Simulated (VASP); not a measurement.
# AlN (Cm) in VASP: notebook

The runs below take AlN through single point, with PBE.

All numbers are computed with VASP 6.6.1; they aren't measurements. Logs are shortened: lines on timing, memory, paths and dates and some standing lists are left out, and cuts for length are marked.

**1. The cell of the first run**

Symmetry: Cm, No. 8, monoclinic system. Conventional cell: a = 5.388 Å, b = 3.111 Å, c = 4.978 Å, α = 90.00°, β = 90.00°, γ = 90.00°. Al (site symmetry m) has 4 N at 1.88 to 1.89 Å within 2.5 Å. Al (site symmetry m) has 4 N at 1.85 to 2.01 Å within 2.4 Å. Within 2.4 Å of N (site symmetry m) lie 4 Al at 1.85 to 2.01 Å. Within 2.5 Å of N (site symmetry m) lie 4 Al at 1.89 to 1.92 Å.

**2. Single point, PBE (atom 3 (N) moved -0.120 Å towards its neighbour atom 2 (Al) at 1.885 Å)**

Contents of INCAR:

```
PREC = Accurate
ENCUT = 520
EDIFF = 1E-6
ISMEAR = 0
SIGMA = 0.05
LREAL = False
LASPH = True
NELM = 60
ALGO = Normal
ISIF = 2
LWAVE = False
LCHARG = False
GGA = PE
NBANDS = 16
```

Contents of KPOINTS:

```
regular mesh
0
Gamma
  12 12 6
```

Contents of POSCAR:

```
AlN
1.0
    3.1110021516      0.0000000000      0.0000000000
   -1.5555010758      2.6942068945      0.0000000000
    0.0000000000      0.0000000000      4.9780000000
Al N
2 2
Direct
    0.3333333333      0.6666666667      0.0000000000
    0.6666666667      0.3333333333      0.5000000000
    0.3757700189      0.6878850095      0.3776796717
    0.6666666667      0.3333333333      0.8850000000
```

Potentials or basis: VASP PAW PBE potentials, release 64 (Al, N).

Launch:

```bash
> cat potpaw_PBE.64/Al/POTCAR potpaw_PBE.64/N/POTCAR > POTCAR
> mpirun -np 1 vasp_std > vasp.out
```

OUTCAR:

```text
PREC = Accurate
   ENCUT = 520
   EDIFF = 1E-6
   ISMEAR = 0
   LREAL = False
   LASPH = True
   NELM = 60
   ISIF = 2
   GGA = PE

 ion  position               nearest neighbor table
   1  0.333  0.667  0.000-   3 1.88   4 1.89   4 1.89   4 1.89   2 3.07   2 3.07   2 3.07   2 3.07
                             2 3.07   2 3.07
   2  0.667  0.333  0.500-   3 1.85   3 1.85   4 1.92   3 2.01   1 3.07   1 3.07   1 3.07   1 3.07
                             1 3.07   1 3.07
   3  0.376  0.688  0.378-   2 1.85   2 1.85   1 1.88   2 2.01
   4  0.667  0.333  0.885-   1 1.89   1 1.89   1 1.89   2 1.92

  LATTYP: Found a hexagonal cell.
 ALAT       =     3.1110021516
 C/A-ratio  =     1.6001274694

  Lattice vectors:

 A1 = (   3.1110021516,   0.0000000000,   0.0000000000)
 A2 = (  -1.5555010758,   2.6942068945,   0.0000000000)
 A3 = (   0.0000000000,   0.0000000000,   4.9780000000)

Analysis of symmetry for initial positions (statically):
=====================================================================
 Subroutine PRICEL returns:
 Original cell was already a primitive cell.

 Routine SETGRP: Setting up the symmetry group for a
 hexagonal supercell.

 Subroutine GETGRP returns: Found  2 space group operations
 (whereof  2 operations were pure point group operations)
 out of a pool of 24 trial point group operations.

The static configuration has the point symmetry C_1h.

Analysis of symmetry for dynamics (positions and initial velocities):
=====================================================================
 Subroutine PRICEL returns:
 Original cell was already a primitive cell.

 Routine SETGRP: Setting up the symmetry group for a
 hexagonal supercell.

 Subroutine GETGRP returns: Found  2 space group operations
 (whereof  2 operations were pure point group operations)
 out of a pool of 24 trial point group operations.

The dynamic configuration has the point symmetry C_1h.

 Subroutine INISYM returns: Found  2 space group operations
 (whereof  2 operations are pure point group operations),
 and found     1 'primitive' translations

----------------------------------------------------------------------------------------

                                     Primitive cell

  volume of cell :      41.7240

  direct lattice vectors                    reciprocal lattice vectors
     3.111002152  0.000000000  0.000000000     0.321439829  0.185583372  0.000000000
    -1.555501076  2.694206895  0.000000000     0.000000000  0.371166744  0.000000000
     0.000000000  0.000000000  4.978000000     0.000000000  0.000000000  0.200883889

  length of vectors
     3.111002152  3.111002152  4.978000000     0.371166744  0.371166744  0.200883889

  position of ions in fractional coordinates (direct lattice)
     0.333333333  0.666666667  0.000000000
     0.666666667  0.333333333  0.500000000
     0.375770019  0.687885010  0.377679672
     0.666666667  0.333333333  0.885000000

  ion indices of the primitive-cell ions
   primitive index   ion index
                 1           1
                 2           2
                 3           3
                 4           4

----------------------------------------------------------------------------------------

 KPOINTS: regular mesh

Automatic generation of k-mesh.
 Grid dimensions read from file:
 generate k-points for:   12   12    6

 Generating k-lattice:

  Cartesian coordinates                     Fractional coordinates (reciprocal lattice)
     0.026786652  0.015465281  0.000000000     0.083333333  0.000000000  0.000000000
     0.000000000  0.030930562  0.000000000     0.000000000  0.083333333  0.000000000
     0.000000000  0.000000000  0.033480648     0.000000000  0.000000000  0.166666667

  Length of vectors
     0.030930562  0.030930562  0.033480648

  Shift w.r.t. Gamma in fractional coordinates (k-lattice)
     0.000000000  0.000000000  0.000000000

 Subroutine IBZKPT returns following result:
 ===========================================

 Found    242 irreducible k-points:

 Following reciprocal coordinates:
            Coordinates               Weight
  0.000000  0.000000  0.000000      1.000000
  0.083333  0.000000  0.000000      2.000000
  0.000000  0.083333  0.000000      4.000000
  0.166667 -0.000000  0.000000      2.000000
  0.000000  0.166667  0.000000      4.000000
  0.250000 -0.000000  0.000000      2.000000
[... 16 lines left out ...]
 -0.083333  0.416667  0.000000      4.000000
 -0.416667  0.333333  0.000000      4.000000
 [... further k-points ...]
   k-points           NKPTS =    242   k-points in BZ     NKDIM =    242   number of bands    NBANDS=     16
   number of dos      NEDOS =    301   number of ions     NIONS =      4
   total plane-waves  NPLWV =  23040
   dimension x,y,z NGX =    24 NGY =   24 NGZ =   40
   dimension x,y,z NGXF=    48 NGYF=   48 NGZF=   80
   ions per type =               2   2
   NGX,Y,Z   is equivalent  to a cutoff of  12.83, 12.83, 13.36 a.u.
   NGXF,Y,Z  is equivalent  to a cutoff of  25.65, 25.65, 26.72 a.u.
 SYSTEM =  unknown system
   PREC   = accura    normal or accurate (medium, high low for compatibility)
   ISTART =      0    job   : 0-new  1-cont  2-samecut
   ICHARG =      2    charge: 1-file 2-atom 10-const
   ISPIN  =      1    spin polarized calculation?
   LNONCOLLINEAR =      F non collinear calculations
   LSORBIT =      F    spin-orbit coupling
   LASPH  =      T    aspherical Exc in radial PAW
   ENCUT  =  520.0 eV  38.22 Ry    6.18 a.u.   5.78  5.78  9.26*2*pi/ulx,y,z
   NELM   =     60;   NELMIN=  2; NELMDL= -5     # of ELM steps
   EDIFF  = 0.1E-05   stopping-criterion for ELM
   LREAL  =      F    real-space projection
   EDIFFG = 0.1E-04   stopping-criterion for IOM
   NSW    =      0    number of steps for IOM
   IBRION =     -1    ionic relax: 0-MD 1-quasi-New 2-CG
   NFREE  =      0    steps in history (QN), initial steepest desc. (CG)
   ISIF   =      2    stress and relaxation
   ISYM   =      2    0-nonsym 1-usesym 2-fastsym
   POTIM  = 0.5000    time-step for ionic-motion
   TEBEG  =    0.0;   TEEND  =   0.0 temperature during run
   PSTRESS=    0.0 pullay stress
   NELECT =      16.0000    total number of electrons
   NUPDOWN=      -1.0000    fix difference up-down
   EMIN   =  10.00;   EMAX   =-10.00  energy-range for DOS
   EFERMI =   0.00;   METHOD = LEGACY
   ISMEAR =     0;   SIGMA  =   0.05  broadening in eV -4-tet -1-fermi 0-gaus
   EFERMI_NEDOS =   21; number of points for ismear=-14 and -15
   IALGO  =     38    algorithm
   IMIX   =      4    mixing-type and parameters
     AMIX     =   0.40;   BMIX     =  1.00
     AMIX_MAG =   1.60;   BMIX_MAG =  1.00
  volume/ion in A,a.u.               =      10.43        70.39
  Fermi-wavevector in a.u.,A,eV,Ry     =   1.189377  2.247596 19.247033  1.414617
  Thomas-Fermi vector in A             =   2.325485
   LORBIT       =      0    0 simple, 1 ext, 2 COOP (PROOUT), +10 PAW based schemes
   GGA     = PE    functional components
   LHFCALC =     F    Hartree Fock is set to
   AEXX    =    0.0000 exact exchange contribution
   IVDW    =     0    specifies the selected vdW correction
   LEPSILON=     F    determine dielectric tensor
   LRPA    =     F    only Hartree local field effects (RPA)
 non-spin polarized calculation
 Gauss-broadening in eV      SIGMA  =   0.05
  energy-cutoff  :      520.00
  volume of cell :       41.72
 maximum number of plane-waves:      1152
   NGX = 11   NGY = 11   NGZ = 19

 number of electron      15.9999998 magnetization

 Free energy of the ion-electron system (eV)
  ---------------------------------------------------
  ext. energy  EPLUGINS =         0.00000000
  ---------------------------------------------------
  free energy    TOTEN  =       -29.67412586 eV

  energy without entropy =      -29.67412586  energy(sigma->0) =      -29.67412586

 E-fermi :   6.5018     XC(G=0): -10.9150

 val. band max:        6.2215494635   @ k =   0.0000   0.0000   0.0000
 cond. band min:      10.3534685412   @ k =   0.0000   0.0000   0.0000
 fundamental gap:      4.1319190777
 Fermi energy:         6.5017600807

 k-point     1 :       0.0000    0.0000    0.0000
  band No.  band energies     occupation
      1      -9.0337      2.00000
      2      -6.8787      2.00000
      3       0.1638      2.00000
      4       5.1272      2.00000
      5       5.4229      2.00000
      6       5.9119      2.00000
[... 8 lines left out ...]
     15      19.3405      0.00000
     16      19.6320      0.00000

 k-point     2 :       0.0833    0.0000    0.0000
  band No.  band energies     occupation
      1      -8.9460      2.00000
      2      -6.8276      2.00000
      3       0.2678      2.00000
      4       4.9685      2.00000
      5       5.0243      2.00000
      6       5.6151      2.00000
[... 8 lines left out ...]
     15      19.3108      0.00000
     16      19.5647      0.00000

 k-point     3 :       0.0000    0.0833    0.0000
  band No.  band energies     occupation
      1      -8.9448      2.00000
      2      -6.8290      2.00000
      3       0.2697      2.00000
      4       4.7762      2.00000
      5       5.2532      2.00000
      6       5.5225      2.00000
[... 8 lines left out ...]
     15      19.2896      0.00000
     16      19.5070      0.00000

 k-point     4 :       0.1667   -0.0000    0.0000
  band No.  band energies     occupation
      1      -8.6910      2.00000
      2      -6.6869      2.00000
      3       0.5736      2.00000
      4       3.8924      2.00000
      5       4.7726      2.00000
      6       4.7930      2.00000
[... 8 lines left out ...]
     15      18.9376      0.00000
     16      18.9420      0.00000

 k-point     5 :       0.0000    0.1667    0.0000
  band No.  band energies     occupation
      1      -8.6853      2.00000
      2      -6.6937      2.00000
      3       0.5822      2.00000
      4       3.8379      2.00000
      5       4.5924      2.00000
      6       4.9892      2.00000
[... 8 lines left out ...]
     15      18.7672      0.00000
     16      19.0653      0.00000

 k-point     6 :       0.2500   -0.0000    0.0000
  band No.  band energies     occupation
      1      -8.2958      2.00000
      2      -6.4970      2.00000
      3       1.0598      2.00000
      4       2.6680      2.00000
      5       3.8619      2.00000
      6       4.4743      2.00000
[... 8 lines left out ...]
     15      18.7511      0.00000
     16      19.3056      0.00000
[... 267 lines left out ...]
 k-point    21 :      -0.3333    0.2500    0.0000
  band No.  band energies     occupation
      1      -7.9886      2.00000
      2      -6.4095      2.00000
      3       1.4565      2.00000
      4       2.2248      2.00000
      5       3.0092      2.00000
      6       4.3885      2.00000
[... 8 lines left out ...]
     15      18.7723      0.00000
     16      20.4521      0.00000

 k-point    22 :       0.3333    0.0833    0.0000
  band No.  band energies     occupation
      1      -7.5281      2.00000
      2      -6.2691      2.00000
      3       1.2194      2.00000
      4       2.0808      2.00000
      5       2.6575      2.00000
      6       3.9226      2.00000
[... 8 lines left out ...]
     15      18.9364      0.00000
     16      20.8959      0.00000

 k-point    23 :      -0.0833    0.4167    0.0000
  band No.  band energies     occupation
      1      -7.4705      2.00000
      2      -6.3425      2.00000
      3       1.3667      2.00000
      4       2.1582      2.00000
      5       2.3882      2.00000
      6       4.0451      2.00000
[... 8 lines left out ...]
     15      18.4592      0.00000
     16      20.9187      0.00000

 k-point    24 :      -0.4167    0.3333    0.0000
  band No.  band energies     occupation
      1      -7.4825      2.00000
      2      -6.3278      2.00000
      3       1.3676      2.00000
      4       2.1341      2.00000
      5       2.3942      2.00000
      6       4.0422      2.00000
[... 8 lines left out ...]
     15      18.5194      0.00000
     16      21.2457      0.00000

 [... further k-points ...]

------------------------ aborting loop because EDIFF is reached ----------------------------------------

  FORCE on cell =-STRESS in cart. coord.  units (eV):
  Direction    XX          YY          ZZ          XY          YZ          ZX
  --------------------------------------------------------------------------------------
  -------------------------------------------------------------------------------------
  Total        0.6596934      1.7480038      1.1959264     -0.9425044      0.2296410      0.3977500
  in kB       25.3318310     67.1222952     45.9228555    -36.1916037      8.8180782     15.2733596
  external PRESSURE =      46.1256606 kB  Pullay stress =       0.0000000 kB

 VOLUME and BASIS-vectors are now :
 -----------------------------------------------------------------------------
  energy-cutoff  :      520.00
  volume of cell :       41.72
      direct lattice vectors                 reciprocal lattice vectors
     3.111002152  0.000000000  0.000000000     0.321439829  0.185583372  0.000000000
    -1.555501076  2.694206895  0.000000000     0.000000000  0.371166744  0.000000000
     0.000000000  0.000000000  4.978000000     0.000000000  0.000000000  0.200883889

 POSITION                                       TOTAL-FORCE (eV/Angst)
 -----------------------------------------------------------------------------------
     -0.00000      1.79614      0.00000         0.133515      0.077085     -0.029725
      1.55550      0.89807      2.48900         1.047401      0.604717      0.127093
      0.09902      1.85330      1.88009        -1.244661     -0.718605      0.347688
      1.55550      0.89807      4.40553         0.063745      0.036803     -0.445056
 -----------------------------------------------------------------------------------
    total drift:                               -0.000364     -0.000210      0.000549

  FREE ENERGIE OF THE ION-ELECTRON SYSTEM (eV)
  ---------------------------------------------------
  free  energy   TOTEN  =       -29.6741258605 eV

  energy  without entropy=      -29.6741258605  energy(sigma->0) =      -29.67412586
```

Run time: 84 s. Hardware: 1 thread of Intel Xeon Platinum 8488C (Sapphire Rapids), shared host; peak memory 0.25 GiB.

What came out:

```
Free energy            : -29.6741 eV
Pressure               : 4.6 GPa
Largest force          : 1.479 eV/Å
Band gap on the k mesh : 4.13 eV
```

Forces on the atoms (eV/Å):
```
Al   0.134  0.077 -0.030
Al   1.047  0.605  0.127
N   -1.245 -0.719  0.348
N    0.064  0.037 -0.445
```

Levels at points of the mesh, in eV from the valence-band top:
```tsv
k point	band 4	band 5	band 6	band 7	band 8	band 9	band 10	band 11	band 12	band 13
(0.00, 0.00, 0.00)	-1.09	-0.80	-0.31	-0.25	0.00	4.13	6.59	10.48	10.95	11.27
(0.50, 0.00, 0.00)	-4.00	-3.56	-2.25	-1.55	-0.84	5.31	5.88	7.99	10.27	10.84
(0.00, 0.50, 0.00)	-4.34	-3.32	-2.11	-1.96	-0.70	5.70	5.95	8.14	10.12	10.79
(0.00, 0.00, 0.50)	-3.37	-0.81	-0.65	-0.62	-0.34	6.35	6.41	10.06	10.44	11.26
(0.50, 0.00, 0.50)	-5.48	-1.71	-1.61	-1.53	-1.47	5.38	5.48	9.00	9.21	11.72
(0.00, 0.50, 0.50)	-5.69	-1.60	-1.47	-1.36	-1.25	5.12	5.20	9.13	9.27	11.49
```

Caveat: the cell differs from its parent crystal (atom 3 (N) moved -0.120 Å towards its neighbour atom 2 (Al) at 1.885 Å); the cell stands under pressure; forces of over 1 eV/Å act on the atoms, so gaps and moduli don't describe the material at rest. A k mesh can miss the band edges.

**3. Single point, PBE (atom 3 (N) moved +0.080 Å towards its neighbour atom 2 (Al) at 1.885 Å)**

Contents of INCAR:

```
SYSTEM = AlN
PREC = Accurate
ENCUT = 520
EDIFF = 1E-6
ISMEAR = 0
SIGMA = 0.05
LREAL = .FALSE.
LASPH = .TRUE.
NELM = 80
ALGO = Normal
ISIF = 2
LWAVE = .FALSE.
LCHARG = .FALSE.
GGA = PE
NBANDS = 16
```

Contents of KPOINTS:

```
regular mesh
0
G
  12 12 6
  0 0 0
```

POSCAR: that of step 2 with these lines changed.

```diff
@@ -10,3 +10,3 @@
     0.6666666667      0.3333333333      0.5000000000
-    0.3757700189      0.6878850095      0.3776796717
+    0.3050422096      0.6525211048      0.3898802188
     0.6666666667      0.3333333333      0.8850000000
```

Potentials or basis: VASP PAW PBE potentials, release 64 (Al, N).

Launch:

```bash
> cat potpaw_PBE.64/Al/POTCAR potpaw_PBE.64/N/POTCAR > POTCAR
> mpirun -np 1 vasp_std > vasp.out
```

Wall time 74 s (1 thread of Intel Xeon Platinum 8488C (Sapphire Rapids), shared host); peak memory 0.25 GiB.

Results (log left out):

| Quantity | Value |
| --- | --- |
| Free energy | -29.7037 eV |
| Pressure | 4.3 GPa |
| Largest force | 1.660 eV/Å |
| Band gap on the k mesh | 4.11 eV |

Forces on the atoms (eV/Å):
```
Al  -0.105 -0.061  0.311
Al  -1.134 -0.655  0.421
N    1.294  0.747 -0.722
N   -0.055 -0.032 -0.010
```

Stress tensor (GPa, compression positive):
```
 7.42  3.24 -1.65
 3.24  3.67 -0.95
-1.65 -0.95  1.76
```

Levels at points of the mesh, in eV from the valence-band top:
```
           k point  band 6  band 7  band 8  band 9  band 10  band 11
(0.00, 0.00, 0.00)   -0.39   -0.33    0.00    4.11     6.57    10.54
(0.50, 0.00, 0.00)   -2.17   -2.01   -0.76    5.64     6.04     8.18
(0.00, 0.50, 0.00)   -2.26   -1.72   -0.87    5.61     5.78     7.99
(0.00, 0.00, 0.50)   -0.69   -0.67   -0.56    6.37     6.42    10.08
(0.50, 0.00, 0.50)   -1.48   -1.40   -1.30    5.10     5.14     9.05
(0.00, 0.50, 0.50)   -1.60   -1.48   -1.40    5.26     5.31     9.04
```

Caveat: the cell differs from its parent crystal (atom 3 (N) moved +0.080 Å towards its neighbour atom 2 (Al) at 1.885 Å); the cell stands under pressure; forces of over 1 eV/Å act on the atoms, so gaps and moduli don't describe the material at rest. A k mesh can miss the band edges.

(Continued in part 2 of 2.)
